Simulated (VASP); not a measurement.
Set up this calculation in VASP 6.6.1, as the native input.

- Task: single point
- Functional: PBEsol
- Potentials or basis: VASP PAW PBE potentials, release 64 (Rh_pv)
- Cutoff: 520 eV
- k mesh: 8 × 8 × 8
- Occupations: gaussian, width 0.1 eV
- Spin: no spin polarisation
- Dipole correction: no
- Further INCAR settings: ALGO = Fast; EDIFF = 1e-06; NBANDS = 14

The structure of Rh lies in POSCAR:

```
Rh
1.0
    2.4953247715      0.0000000000      0.0000000000
    0.0000000000      2.4953247715      0.0000000000
    0.0000000000      0.0000000000      2.4953247715
Rh
1
Direct
    0.0000000000      0.0000000000      0.0000000000
```

This isn't the form of Rh at room conditions, which is fcc.

The input as run:

INCAR

```
  PREC = Accurate
  ENCUT = 520
  EDIFF = 1E-6
  ISMEAR = 0
  SIGMA = 0.1
  LREAL = F
  LASPH = T
  NELM = 80
  ALGO = Fast
  ISIF = 2
  LWAVE = F
  LCHARG = T
  GGA = PS
  LELF = T
  LVHAR = T
  NBANDS = 14
```

KPOINTS

```
regular mesh
0
Gamma
  8 8 8
```

Potentials or basis: VASP PAW PBE potentials, release 64 (Rh_pv).

Launch:

```bash
$ cat potpaw_PBE.64/Rh_pv/POTCAR > POTCAR
$ mpirun -np 1 vasp_std > vasp.out
```

Results of the run:

| Property | Result |
| --- | --- |
| Pressure | 0.1 GPa |
| Band gap on the k mesh | zero (an odd number of electrons rules out a gap without spin polarisation) |

Caveat: the PAW data sets were made with another functional, which shifts forces and pressure a little.

Run time: 11 s on 1 thread of Intel Xeon 8259CL, with other jobs on the host, peak memory 0.12 GiB.
